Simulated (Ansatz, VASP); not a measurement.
**W: VASP beside Ansatz**

INCAR

```
SYSTEM = W
  PREC = Accurate
  ENCUT = 520
  EDIFF = 1E-6
  ISMEAR = 1
  SIGMA = 0.6
  LREAL = .False.
  LASPH = .True.
  NELM = 60
  ALGO = Normal
  ISIF = 2
  LWAVE = .False.
  LCHARG = .False.
  NBANDS = 13
```

KPOINTS

```
regular mesh
0
Gamma
  14 14 14
  0 0 0
```

The input POSCAR:

```
W
1.0
   -1.5676867250      1.5676867250      1.5676867250
    1.5676867250     -1.5676867250      1.5676867250
    1.5676867250      1.5676867250     -1.5676867250
W
1
Direct
    0.0000000000      0.0000000000      0.0000000000
```

Input for Ansatz:

```yaml
crystal:
  lattice:
    - [-1.567686725, 1.567686725, 1.567686725]
    - [1.567686725, -1.567686725, 1.567686725]
    - [1.567686725, 1.567686725, -1.567686725]
  atoms:
    - { symbol: W, position: [0.0, 0.0, 0.0] }
hamiltonian:
  xc: lda
  pseudopotentials:
    kind: paw
    azcp:
      W: "pseudopotentials/W.paw.azcp"
basis:
  ecutwfc: 420
  fft_grid_basis: typed
kpoints:
  mp_grid: { grid: [14, 14, 14], shift: [0, 0, 0] }
magnetization:
  spin_polarized: false
scf:
  occupations: { method: methfessel_paxton, width: 0.6 }
  lower_state_search: "off"
output:
  stress: true
  write_density: true
  write_potential: true
  elf: true
  volumetric_format: npy
```

Alike in both runs: task single point; functional LDA; k mesh 14 × 14 × 14; occupations methfessel-paxton of order 1, width 0.6 eV; no spin polarisation.

|  | VASP | Ansatz |
| --- | --- | --- |
| version | VASP 6.6.1 | Ansatz 0.2.0 |
| potentials or method | VASP PAW LDA potentials, release 64 (W_sv), cutoff 520 eV | plane waves (420 eV) with PAW, scalar-relativistic |
| valence electrons in the cell | 14 | 14 |

```tsv
	VASP	Ansatz	Ansatz less VASP
pressure (GPa)	1.9	0.0	-1.96
```

Ansatz warns that its potentials were made for another functional, while VASP's fit it. LDA's correlation is that of Perdew and Zunger in VASP and of Perdew and Wang (1992) in Ansatz.

Spin-orbit coupling is off throughout.
